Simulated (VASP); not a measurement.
Write the native input for VASP 6.6.1 that does the following.

* Task: single point
* Functional: PBEsol
* Potentials or basis: VASP PAW PBE potentials, release 64 (Bi_d, Te)
* Cutoff: 520 eV
* k mesh: 7 × 7 × 7
* Occupations: fermi-dirac, width 0.025 eV
* Spin: no spin polarisation
* Dipole correction: no
* Further INCAR settings: ALGO = Normal; EDIFF = 1e-06; NBANDS = 18

The structure of BiTe lies in POSCAR:

```
BiTe
1.0
    0.0000000000      3.3190633125      3.3190633125
    3.3190633125      0.0000000000      3.3190633125
    3.3190633125      3.3190633125      0.0000000000
Bi Te
1 1
Direct
    0.0000000000      0.0000000000      0.0000000000
    0.5000000000      0.5000000000      0.5000000000
```

This cell differs from its parent crystal: volume scaled by 1.08.

The input as run:

INCAR

```
SYSTEM = BiTe
  ALGO = Normal
  EDIFF = 1E-6
  ENCUT = 520
  GGA = PS
  ISIF = 2
  ISMEAR = -1
  LASPH = .TRUE.
  LCHARG = .FALSE.
  LREAL = .FALSE.
  LWAVE = .FALSE.
  NBANDS = 18
  NELM = 80
  PREC = Accurate
  SIGMA = 0.025
```

KPOINTS

```
k-points
0
G
  7 7 7
  0 0 0
```

Potentials or basis: VASP PAW PBE potentials, release 64 (Bi_d, Te).

Run with:

```bash
$ cat potpaw_PBE.64/Bi_d/POTCAR potpaw_PBE.64/Te/POTCAR > POTCAR
$ mpirun -np 1 vasp_std > vasp.out
```

It gave:

```json
{
  "Pressure": "-4.5 GPa"
}
```

Caveat: the PAW data sets were made with another functional, which shifts forces and pressure a little.

It took 14 s on 1 thread of AMD EPYC 9R45 96-Core Processor (Zen 5), on a shared host, peak memory 0.18 GiB.
